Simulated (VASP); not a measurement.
# Si53P (a cell with a defect) in VASP: electric field gradients with PBE

Aim: the electric field gradients of Si53P (a cell with a defect) with PBE.

Everything below comes from runs of VASP 6.6.1. Logs are shortened: lines on timing, memory, paths and dates and some standing lists are left out, and cuts for length are marked.

## 1. The cell of the first run

The cell holds a defect, 54 atoms: a = 11.513 Å, b = 11.513 Å, c = 11.513 Å, α = 60.00°, β = 60.00°, γ = 60.00°.

## 2. Electric field gradients, PBE

Input file INCAR:

```
PREC = Accurate
ENCUT = 520
EDIFF = 1E-8
ISMEAR = -1
SIGMA = 0.01
LREAL = Auto
LASPH = True
NELM = 80
ALGO = Normal
ISIF = 2
LWAVE = False
LCHARG = False
GGA = PE
LEFG = True
NELECT = 216.0
NBANDS = 142
```

Input file KPOINTS:

```
regular mesh
0
Gamma
  2 2 2
```

Input file POSCAR:

```
Si53P
1.0
    0.0000000000      8.1406800000      8.1406800000
    8.1406800000      0.0000000000      8.1406800000
    8.1406800000      8.1406800000      0.0000000000
P Si
1 53
Direct
    0.2500000000      0.2500000000      0.2500000000
    0.2500000000      0.2500000000      0.5833333333
    0.2500000000      0.2500000000      0.9166666667
    0.2500000000      0.5833333333      0.2500000000
    0.2500000000      0.5833333333      0.5833333333
    0.2500000000      0.5833333333      0.9166666667
    0.2500000000      0.9166666667      0.2500000000
    0.2500000000      0.9166666667      0.5833333333
    0.2500000000      0.9166666667      0.9166666667
    0.5833333333      0.2500000000      0.2500000000
    0.5833333333      0.2500000000      0.5833333333
    0.5833333333      0.2500000000      0.9166666667
    0.5833333333      0.5833333333      0.2500000000
    0.5833333333      0.5833333333      0.5833333333
    0.5833333333      0.5833333333      0.9166666667
    0.5833333333      0.9166666667      0.2500000000
    0.5833333333      0.9166666667      0.5833333333
    0.5833333333      0.9166666667      0.9166666667
    0.9166666667      0.2500000000      0.2500000000
    0.9166666667      0.2500000000      0.5833333333
    0.9166666667      0.2500000000      0.9166666667
    0.9166666667      0.5833333333      0.2500000000
    0.9166666667      0.5833333333      0.5833333333
    0.9166666667      0.5833333333      0.9166666667
    0.9166666667      0.9166666667      0.2500000000
    0.9166666667      0.9166666667      0.5833333333
    0.9166666667      0.9166666667      0.9166666667
    0.1666666667      0.1666666667      0.1666666667
    0.1666666667      0.1666666667      0.5000000000
    0.1666666667      0.1666666667      0.8333333333
    0.1666666667      0.5000000000      0.1666666667
    0.1666666667      0.5000000000      0.5000000000
    0.1666666667      0.5000000000      0.8333333333
    0.1666666667      0.8333333333      0.1666666667
    0.1666666667      0.8333333333      0.5000000000
    0.1666666667      0.8333333333      0.8333333333
    0.5000000000      0.1666666667      0.1666666667
    0.5000000000      0.1666666667      0.5000000000
    0.5000000000      0.1666666667      0.8333333333
    0.5000000000      0.5000000000      0.1666666667
    0.5000000000      0.5000000000      0.5000000000
    0.5000000000      0.5000000000      0.8333333333
    0.5000000000      0.8333333333      0.1666666667
    0.5000000000      0.8333333333      0.5000000000
    0.5000000000      0.8333333333      0.8333333333
    0.8333333333      0.1666666667      0.1666666667
    0.8333333333      0.1666666667      0.5000000000
    0.8333333333      0.1666666667      0.8333333333
    0.8333333333      0.5000000000      0.1666666667
    0.8333333333      0.5000000000      0.5000000000
    0.8333333333      0.5000000000      0.8333333333
    0.8333333333      0.8333333333      0.1666666667
    0.8333333333      0.8333333333      0.5000000000
    0.8333333333      0.8333333333      0.8333333333
```

Potentials or basis: VASP PAW PBE potentials, release 64 (P, Si).

Started as:

```console
cat potpaw_PBE.64/P/POTCAR potpaw_PBE.64/Si/POTCAR > POTCAR
mpirun -np 1 vasp_std > vasp.out
```

OUTCAR:

```text
PREC = Accurate
   ENCUT = 520
   EDIFF = 1E-8
   ISMEAR = -1
   LREAL = Auto
   LASPH = True
   NELM = 80
   ISIF = 2
   GGA = PE
   NELECT = 216.0

 ion  position               nearest neighbor table
   1  0.250  0.250  0.250-  28 2.35  29 2.35  31 2.35  37 2.35
   2  0.250  0.250  0.583-  29 2.35  30 2.35  32 2.35  38 2.35
   3  0.250  0.250  0.917-  28 2.35  30 2.35  33 2.35  39 2.35
   4  0.250  0.583  0.250-  31 2.35  32 2.35  34 2.35  40 2.35
   5  0.250  0.583  0.583-  32 2.35  33 2.35  35 2.35  41 2.35
   6  0.250  0.583  0.917-  31 2.35  33 2.35  36 2.35  42 2.35
[... 46 lines left out ...]
  53  0.833  0.833  0.500-  17 2.35  23 2.35  25 2.35  26 2.35
  54  0.833  0.833  0.833-  18 2.35  24 2.35  26 2.35  27 2.35

  LATTYP: Found a face centered cubic cell.
 ALAT       =    16.2813600000

  Lattice vectors:

 A1 = (   0.0000000000,   8.1406800000,   8.1406800000)
 A2 = (   8.1406800000,   0.0000000000,   8.1406800000)
 A3 = (   8.1406800000,   8.1406800000,   0.0000000000)

Analysis of symmetry for initial positions (statically):
=====================================================================
 Subroutine PRICEL returns:
 Original cell was already a primitive cell.

 Routine SETGRP: Setting up the symmetry group for a
 face centered cubic supercell.

 Subroutine GETGRP returns: Found 24 space group operations
 (whereof 24 operations were pure point group operations)
 out of a pool of 48 trial point group operations.

The static configuration has the point symmetry T_d .

Analysis of symmetry for dynamics (positions and initial velocities):
=====================================================================
 Subroutine PRICEL returns:
 Original cell was already a primitive cell.

 Routine SETGRP: Setting up the symmetry group for a
 face centered cubic supercell.

 Subroutine GETGRP returns: Found 24 space group operations
 (whereof 24 operations were pure point group operations)
 out of a pool of 48 trial point group operations.

The dynamic configuration has the point symmetry T_d .

 Subroutine INISYM returns: Found 24 space group operations
 (whereof 24 operations are pure point group operations),
 and found     1 'primitive' translations

----------------------------------------------------------------------------------------

                                     Primitive cell

  volume of cell :    1078.9766

  direct lattice vectors                    reciprocal lattice vectors
     0.000000000  8.140680000  8.140680000    -0.061419931  0.061419931  0.061419931
     8.140680000  0.000000000  8.140680000     0.061419931 -0.061419931  0.061419931
     8.140680000  8.140680000  0.000000000     0.061419931  0.061419931 -0.061419931

  length of vectors
    11.512660063 11.512660063 11.512660063     0.106382440  0.106382440  0.106382440

  position of ions in fractional coordinates (direct lattice)
     0.250000000  0.250000000  0.250000000
     0.250000000  0.250000000  0.583333333
     0.250000000  0.250000000  0.916666667
     0.250000000  0.583333333  0.250000000
     0.250000000  0.583333333  0.583333333
     0.250000000  0.583333333  0.916666667
[... 46 lines left out ...]
     0.833333333  0.833333333  0.500000000
     0.833333333  0.833333333  0.833333333

  ion indices of the primitive-cell ions
   primitive index   ion index
                 1           1
                 2           2
                 3           3
                 4           4
                 5           5
                 6           6
[... 46 lines left out ...]
                53          53
                54          54

----------------------------------------------------------------------------------------

 KPOINTS: regular mesh

Automatic generation of k-mesh.
 Grid dimensions read from file:
 generate k-points for:    2    2    2
[... 43 lines left out ...]
   LREAL  =      T    real-space projection
   EDIFFG = 0.1E-06   stopping-criterion for IOM
   NSW    =      0    number of steps for IOM
   IBRION =     -1    ionic relax: 0-MD 1-quasi-New 2-CG
   NFREE  =      0    steps in history (QN), initial steepest desc. (CG)
   ISIF   =      2    stress and relaxation
   ISYM   =      2    0-nonsym 1-usesym 2-fastsym
   POTIM  = 0.5000    time-step for ionic-motion
   TEBEG  =    0.0;   TEEND  =   0.0 temperature during run
   PSTRESS=    0.0 pullay stress
   NELECT =     216.0000    total number of electrons
   NUPDOWN=      -1.0000    fix difference up-down
   EMIN   =  10.00;   EMAX   =-10.00  energy-range for DOS
   EFERMI =   0.00;   METHOD = LEGACY
   ISMEAR =    -1;   SIGMA  =   0.01  broadening in eV -4-tet -1-fermi 0-gaus
   EFERMI_NEDOS =   21; number of points for ismear=-14 and -15
   IALGO  =     38    algorithm
   IMIX   =      4    mixing-type and parameters
     AMIX     =   0.40;   BMIX     =  1.00
     AMIX_MAG =   1.60;   BMIX_MAG =  1.00
  volume/ion in A,a.u.               =      19.98       134.84
  Fermi-wavevector in a.u.,A,eV,Ry     =   0.957684  1.809760 12.478691  0.917158
  Thomas-Fermi vector in A             =   2.086724
   LORBIT       =      0    0 simple, 1 ext, 2 COOP (PROOUT), +10 PAW based schemes
   GGA     = PE    functional components
[... 5 lines left out ...]
 non-spin polarized calculation
  energy-cutoff  :      520.00
  volume of cell :     1078.98
 maximum number of plane-waves:     29123
 NGX is ok and might be reduce to    90
   NGX = 43   NGY = 43   NGZ = 43

 number of electron     216.0000009 magnetization

 Free energy of the ion-electron system (eV)
  ---------------------------------------------------
  ext. energy  EPLUGINS =         0.00000000
  ---------------------------------------------------
  free energy    TOTEN  =      -298.37148929 eV

  energy without entropy =     -298.37148929  energy(sigma->0) =     -298.37148929

 E-fermi :   6.0652     XC(G=0):  -9.3966

 val. band max:        5.8424949964   @ k =   0.0000   0.0000   0.0000
 cond. band min:       6.2822737556   @ k =   0.0000   0.0000   0.0000
 fundamental gap:      0.4397787592
 Fermi energy:         6.0651892488

 k-point     1 :       0.0000    0.0000    0.0000
  band No.  band energies     occupation
      1      -6.7536      2.00000
      2      -5.8089      2.00000
      3      -4.7725      2.00000
      4      -4.7725      2.00000
      5      -4.7725      2.00000
      6      -4.7075      2.00000
[... 358 lines left out ...]
    119       7.9522      0.00000
    120       7.9615      0.00000
 [bands above 120 left out]

------------------------ aborting loop because EDIFF is reached ----------------------------------------

  FORCE on cell =-STRESS in cart. coord.  units (eV):
  Direction    XX          YY          ZZ          XY          YZ          ZX
  --------------------------------------------------------------------------------------
  -------------------------------------------------------------------------------------
  Total        3.1316655      3.1316655      3.1316655      0.0000000      0.0000000      0.0000000
  in kB        4.6502243      4.6502243      4.6502243      0.0000000      0.0000000      0.0000000
  external PRESSURE =       4.6502243 kB  Pullay stress =       0.0000000 kB

 VOLUME and BASIS-vectors are now :
 -----------------------------------------------------------------------------
  energy-cutoff  :      520.00
  volume of cell :     1078.98
      direct lattice vectors                 reciprocal lattice vectors
     0.000000000  8.140680000  8.140680000    -0.061419931  0.061419931  0.061419931
     8.140680000  0.000000000  8.140680000     0.061419931 -0.061419931  0.061419931
     8.140680000  8.140680000  0.000000000     0.061419931  0.061419931 -0.061419931

 POSITION                                       TOTAL-FORCE (eV/Angst)
 -----------------------------------------------------------------------------------
      4.07034      4.07034      4.07034         0.000000      0.000000      0.000000
      6.78390      6.78390      4.07034        -0.022506     -0.022506      0.285754
      9.49746      9.49746      4.07034         0.022506      0.022506      0.285754
      6.78390      4.07034      6.78390        -0.022506      0.285754     -0.022506
      9.49746      6.78390      6.78390        -0.042975      0.042975      0.042975
     12.21102      9.49746      6.78390        -0.285754      0.022506     -0.022506
[... 46 lines left out ...]
     10.85424     10.85424     13.56780         0.000579      0.000579     -0.000579
     13.56780     13.56780     13.56780        -0.000579     -0.000579     -0.000579
 -----------------------------------------------------------------------------------
    total drift:                                0.000000      0.000000      0.000000

  FREE ENERGIE OF THE ION-ELECTRON SYSTEM (eV)
  ---------------------------------------------------
  free  energy   TOTEN  =      -298.3714892857 eV

  energy  without entropy=     -298.3714892856  energy(sigma->0) =     -298.37148929

 Electric field gradients (V/A^2)
---------------------------------------------------------------------
 ion       V_xx      V_yy      V_zz      V_xy      V_xz      V_yz
---------------------------------------------------------------------
   1       0.000     0.000    -0.000    -0.000    -0.000    -0.000
   2       0.546     0.546    -1.092     5.051     2.496     2.496
   3       0.546     0.546    -1.092     5.051    -2.496    -2.496
   4       0.546    -1.092     0.546     2.496     5.051     2.496
   5      -0.000     0.000     0.000     0.743     0.743    -0.743
   6      -1.092     0.546     0.546     2.496    -2.496    -5.051
[... 46 lines left out ...]
  53      -0.000    -0.000     0.000     0.313    -0.313    -0.313
  54      -0.000     0.000     0.000     0.313     0.313     0.313
---------------------------------------------------------------------

 Electric field gradients after diagonalization (V/A^2)
 (convention: |V_zz| > |V_xx| > |V_yy|)
----------------------------------------------------------------------
 ion       V_xx      V_yy      V_zz     asymmetry (V_yy - V_xx)/ V_zz
----------------------------------------------------------------------
   1       0.000     0.000    -0.000       0.000
   2      -4.505    -2.610     7.115       0.266
   3      -4.505    -2.610     7.115       0.266
   4      -4.505    -2.610     7.115       0.266
   5       0.743     0.743    -1.487       0.000
   6      -4.505    -2.610     7.115       0.266
[... 46 lines left out ...]
  53      -0.313    -0.313     0.626       0.000
  54      -0.313    -0.313     0.626       0.000
----------------------------------------------------------------------

           NMR quadrupolar parameters

 Cq : quadrupolar parameter    Cq=e*Q*V_zz/h
 eta: asymmetry parameters     (V_yy - V_xx)/ V_zz
 Q  : nuclear electric quadrupole moment in mb (millibarn)
----------------------------------------------------------------------
 ion       Cq(MHz)       eta       Q (mb)
----------------------------------------------------------------------
   1      -0.000       0.000       1.000
   2       0.017       0.266       1.000
   3       0.017       0.266       1.000
   4       0.017       0.266       1.000
   5      -0.004       0.000       1.000
   6       0.017       0.266       1.000
[... 46 lines left out ...]
  53       0.002       0.000       1.000
  54       0.002       0.000       1.000
----------------------------------------------------------------------
```

Run time: 26 min. Hardware: 1 thread of Intel Xeon Platinum 8375C at 2.90GHz (Ice Lake), shared host; peak memory 1.4 GiB.

What came out:

```
Free energy                             : -298.3715 eV
Largest force                           : 0.288 eV/Å
Largest electric field gradient by atom : P +0.0; Si +7.1, -1.5, -1.6, -0.8, +49.4, +4.8, -2.1, -0.0, +0.6 (each value once) V/Å²
```

Forces on the atoms (eV/Å):
```
P    0.000  0.000  0.000
Si  -0.023 -0.023  0.286
Si   0.023  0.023  0.286
Si  -0.023  0.286 -0.023
Si  -0.043  0.043  0.043
Si  -0.286  0.023 -0.023
Si   0.023  0.286  0.023
Si  -0.286 -0.023  0.023
Si  -0.039  0.039  0.039
Si   0.286 -0.023 -0.023
Si   0.043 -0.043  0.043
Si   0.023 -0.286 -0.023
Si   0.043  0.043 -0.043
Si  -0.043 -0.043 -0.043
Si   0.000  0.000  0.006
Si   0.023 -0.023 -0.286
Si   0.000  0.006  0.000
Si  -0.006  0.000  0.000
Si   0.286  0.023  0.023
Si  -0.023 -0.286  0.023
Si   0.039 -0.039  0.039
Si  -0.023  0.023 -0.286
Si   0.006  0.000  0.000
Si   0.000 -0.006  0.000
Si   0.039  0.039 -0.039
Si   0.000  0.000 -0.006
Si  -0.039 -0.039 -0.039
Si   0.004  0.004  0.004
Si  -0.004 -0.004  0.004
Si   0.000  0.000 -0.262
Si  -0.004  0.004 -0.004
Si   0.056 -0.039 -0.039
Si   0.039 -0.056 -0.039
Si   0.000 -0.262  0.000
Si   0.039 -0.039 -0.056
Si   0.262  0.000  0.000
Si   0.004 -0.004 -0.004
Si  -0.039  0.056 -0.039
Si  -0.056  0.039 -0.039
Si  -0.039 -0.039  0.056
Si   0.000  0.000  0.000
Si   0.039  0.039  0.056
Si  -0.056 -0.039  0.039
Si   0.039  0.056  0.039
Si  -0.001  0.001  0.001
Si  -0.262  0.000  0.000
Si  -0.039  0.039 -0.056
Si   0.000  0.262  0.000
Si  -0.039 -0.056  0.039
Si   0.056  0.039  0.039
Si   0.001 -0.001  0.001
Si   0.000  0.000  0.262
Si   0.001  0.001 -0.001
Si  -0.001 -0.001 -0.001
```

Electric field gradients, principal values (V/Å²):
| atom | least | middle | greatest (by size) |
| --- | --- | --- | --- |
| 1 P | 0.000 | 0.000 | 0.000 |
| 2 Si | -2.610 | -4.505 | 7.115 |
| 3 Si | -2.610 | -4.505 | 7.115 |
| 4 Si | -2.610 | -4.505 | 7.115 |
| 5 Si | 0.743 | 0.743 | -1.487 |
| 6 Si | -2.610 | -4.505 | 7.115 |
| 7 Si | -2.610 | -4.505 | 7.115 |
| 8 Si | -2.610 | -4.505 | 7.115 |
| 9 Si | 0.798 | 0.798 | -1.596 |
| 10 Si | -2.610 | -4.505 | 7.115 |
| 11 Si | 0.743 | 0.743 | -1.487 |
| 12 Si | -2.610 | -4.505 | 7.115 |
| 13 Si | 0.743 | 0.743 | -1.487 |
| 14 Si | 0.743 | 0.743 | -1.486 |
| 15 Si | 0.107 | 0.654 | -0.761 |
| 16 Si | -2.610 | -4.505 | 7.115 |
| 17 Si | 0.107 | 0.654 | -0.761 |
| 18 Si | 0.107 | 0.654 | -0.761 |
| 19 Si | -2.610 | -4.505 | 7.115 |
| 20 Si | -2.610 | -4.505 | 7.115 |
| 21 Si | 0.798 | 0.798 | -1.596 |
| 22 Si | -2.610 | -4.505 | 7.115 |
| 23 Si | 0.107 | 0.654 | -0.761 |
| 24 Si | 0.107 | 0.654 | -0.761 |
| 25 Si | 0.798 | 0.798 | -1.596 |
| 26 Si | 0.107 | 0.654 | -0.761 |
| 27 Si | 0.798 | 0.798 | -1.596 |
| 28 Si | -24.676 | -24.676 | 49.352 |
| 29 Si | -24.676 | -24.676 | 49.352 |
| 30 Si | -0.550 | -4.291 | 4.841 |
| 31 Si | -24.676 | -24.676 | 49.352 |
| 32 Si | 0.265 | 1.799 | -2.065 |
| 33 Si | 0.265 | 1.800 | -2.065 |
| 34 Si | -0.550 | -4.291 | 4.841 |
| 35 Si | 0.265 | 1.800 | -2.065 |
| 36 Si | -0.550 | -4.291 | 4.841 |
| 37 Si | -24.676 | -24.676 | 49.352 |
| 38 Si | 0.265 | 1.799 | -2.065 |
| 39 Si | 0.265 | 1.800 | -2.065 |
| 40 Si | 0.265 | 1.799 | -2.065 |
| 41 Si | 0.000 | 0.000 | 0.000 |
| 42 Si | 0.265 | 1.799 | -2.064 |
| 43 Si | 0.265 | 1.800 | -2.065 |
| 44 Si | 0.265 | 1.799 | -2.064 |
| 45 Si | -0.313 | -0.313 | 0.626 |
| 46 Si | -0.550 | -4.291 | 4.841 |
| 47 Si | 0.265 | 1.800 | -2.065 |
| 48 Si | -0.550 | -4.291 | 4.841 |
| 49 Si | 0.265 | 1.800 | -2.065 |
| 50 Si | 0.265 | 1.799 | -2.064 |
| 51 Si | -0.313 | -0.313 | 0.626 |
| 52 Si | -0.550 | -4.291 | 4.841 |
| 53 Si | -0.313 | -0.313 | 0.626 |
| 54 Si | -0.313 | -0.313 | 0.626 |

Caveat: the cell carries a net charge on a neutralising background, which shifts energy and pressure; the cell is charged against a uniform background, so pressure and absolute levels hang on convention; without QUAD_EFG the Cq values of the log hold for a quadrupole moment of 1 mb, not for the nuclei.
